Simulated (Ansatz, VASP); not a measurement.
One calculation of CdSe, two programs

The input INCAR:

```
SYSTEM = CdSe
PREC     = Accurate       ! precision mode
ENCUT    = 520            ! plane-wave cutoff, eV
EDIFF    = 1E-6           ! SCF threshold, eV
ISMEAR   = 0              ! smearing method
SIGMA    = 0.05           ! smearing width, eV
LREAL    = .FALSE.        ! projectors in reciprocal space
LASPH    = .TRUE.         ! aspherical terms in the spheres
NELM     = 80             ! most SCF steps
ALGO     = Normal         ! electronic algorithm
ISIF     = 2              ! what is computed and relaxed
LWAVE    = .FALSE.        ! write WAVECAR
LCHARG   = .FALSE.        ! write CHGCAR
GGA      = PS             ! functional
NBANDS   = 16             ! bands
```

File KPOINTS:

```
regular mesh
0
G
  10 10 10
  0 0 0
```

File POSCAR:

```
CdSe
1.0
   -0.3345440567      3.0413096065      3.0413096065
    3.0413096065     -0.3345440567      3.0413096065
    2.7067655498      2.7067655498      0.0000000000
Cd Se
1 1
Direct
    0.0000000000      0.0000000000      0.0000000000
    0.7500000000      0.7500000000      0.7500000000
```

Input for Ansatz:

```yaml
crystal:
  lattice:
    - [-0.3345440567, 3.0413096065, 3.0413096065]
    - [3.0413096065, -0.3345440567, 3.0413096065]
    - [2.7067655498, 2.7067655498, 0.0]
  atoms:
    - { symbol: Cd, position: [0.0, 0.0, 0.0] }
    - { symbol: Se, position: [0.75, 0.75, 0.75] }
basis:
  ecutwfc: 420
kpoints:
  mp_grid: { grid: [10, 10, 10] }
hamiltonian:
  xc: pbesol
scf:
  occupations: { method: gaussian, width: 0.05 }
output:
  forces: true
  stress: true
  eigenvalues: true
  write_density: true
  write_potential: true
  elf: true
  volumetric_format: npy
```

Change from the starting cell: engineering shear strain xz -0.2200, normal strain along z +0.0000.

Alike in both runs: task single point; functional PBEsol; k mesh 10 × 10 × 10; occupations gaussian, width 0.05 eV; no spin polarisation.

|  | VASP | Ansatz |
| --- | --- | --- |
| version | VASP 6.6.1 | Ansatz 0.2.0 |
| potentials or method | VASP PAW PBE potentials, release 64 (Cd, Se), cutoff 520 eV | scalar-relativistic, plane waves, PAW |
| valence electrons in the cell | 18 | 36 |

Ansatz gave:

- gap on the k mesh at the Fermi level (eV): 0.06
- least direct gap on the mesh (eV): 0.06
- pressure (GPa): 4.0
- traceless stress, the component that is largest in VASP (GPa): 10.74
- rms of the force components (eV/Å): 0.937

Question: Estimate VASP's values.

Answer: gap on the k mesh at the Fermi level (eV): 0.06; least direct gap on the mesh (eV): 0.06; pressure (GPa): 4.5; traceless stress, the component that is largest in VASP (GPa): 11.01; rms of the force components (eV/Å): 0.977.

VASP's potentials were made for PBE, not for PBEsol. Atom by atom the forces differ by 0.040 eV/Å (rms over components). VASP's potentials hold 18 valence electrons a cell and Ansatz's 36, so a difference there can come from the potentials and not from the codes.
